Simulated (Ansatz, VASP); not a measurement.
**Pt: VASP beside Ansatz**

File INCAR:

```
SYSTEM = Pt
PREC = Accurate
ENCUT = 520
EDIFF = 1E-6
ISMEAR = 0
SIGMA = 0.15
LREAL = .False.
LASPH = .True.
NELM = 100
ALGO = Fast
ISIF = 2
LWAVE = .False.
LCHARG = .False.
GGA = PS
NBANDS = 17
```

File KPOINTS:

```
Automatic mesh
0
Gamma
  24 24 14
  0 0 0
```

File POSCAR:

```
Pt
1.0
    2.7251696197      0.0000000000      0.0000000000
   -1.3625848098      2.3600661203      0.0354009918
    0.0000000000      0.0706020845      4.7068056347
Pt
2
Direct
    0.6666666667      0.3333333333      0.7500000000
    0.3333333333      0.6666666667      0.2500000000
```

Input for Ansatz:

```yaml
crystal:
  lattice:
    - [2.7251696197, 0.0, 0.0]
    - [-1.3625848098, 2.3600661203, 0.0354009918]
    - [0.0, 0.0706020845, 4.7068056347]
  atoms:
    - { symbol: Pt, position: [0.6666666667, 0.3333333333, 0.75] }
    - { symbol: Pt, position: [0.3333333333, 0.6666666667, 0.25] }
basis:
  ecutwfc: 420
kpoints:
  mp_grid: { grid: [24, 24, 14] }
hamiltonian:
  xc: pbesol
scf:
  occupations: { method: gaussian, width: 0.15 }
output:
  forces: true
  stress: true
  eigenvalues: true
```

Change from the starting cell: strain +0.0300 x Voigt [0, 0, 0, 1, 0, 0], atoms carried along.

Alike in both runs: task single point; functional PBEsol; k mesh 24 × 24 × 14; occupations gaussian, width 0.15 eV; no spin polarisation.

```csv
,VASP,Ansatz
version,VASP 6.6.1,Ansatz 0.2.0
potentials or method,"VASP PAW PBE potentials, release 64 (Pt), cutoff 520 eV","scalar-relativistic, plane waves, PAW"
valence electrons in the cell,20,36
```

|  | VASP | Ansatz | Ansatz less VASP |
| --- | --- | --- | --- |
| gap on the k mesh at the Fermi level (eV) | none | none | - |
| pressure (GPa) | -0.1 | 0.3 | +0.38 |
| traceless stress, the component that is largest in VASP (GPa) | -0.66 | -0.66 | 0.000 |
| rms of the force components (eV/Å) | 0.004 | 0.004 | +0.0002 |

VASP's potentials were made for PBE, not for PBEsol. Atom by atom the forces differ by 0.000 eV/Å (rms over components). A gap of «none» marks a metal or a gap that the smearing closes. VASP's potentials hold 20 valence electrons a cell and Ansatz's 36, so a difference there can come from the potentials and not from the codes.

Neither program's run includes spin-orbit coupling.
